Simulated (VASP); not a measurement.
Input of a VASP 6.6.1 run:

The input INCAR:

```
PREC = Accurate
ENCUT = 520
EDIFF = 1E-6
ISMEAR = -1
SIGMA = 0.05
LREAL = F
LASPH = T
NELM = 80
ALGO = Normal
ISIF = 2
LWAVE = F
LCHARG = F
GGA = PS
NBANDS = 21
```

KPOINTS

```
regular mesh
0
Gamma
  12 12 7
```

POSCAR

```
Pb
1.0
    3.4800006906     -0.0174000034     -0.0174000034
   -1.7550691903      3.0224690049     -0.0063688433
   -0.0279500000     -0.0279500000      5.5900000000
Pb
2
Direct
    0.3333333333      0.6666666667      0.2500000000
    0.6666666667      0.3333333333      0.7500000000
```

Potentials or basis: VASP PAW PBE potentials, release 64 (Pb_d).

Run with:

```bash
$ cat potpaw_PBE.64/Pb_d/POTCAR > POTCAR
$ mpirun -np 1 vasp_std > vasp.out
```

Question: Predict the pressure.

Answer: 0.8 GPa.

Question: What does it give for the largest force?

Answer: 0.004 eV/Å.

Stress tensor (GPa, compression positive):
```
0.76 0.10 0.15
0.10 0.77 0.15
0.15 0.15 1.00
```

Caveat: the cell differs from its parent crystal (equal xy, yz and zx shear strains of -1 %); the PAW data sets were made with another functional, which shifts forces and pressure a little.
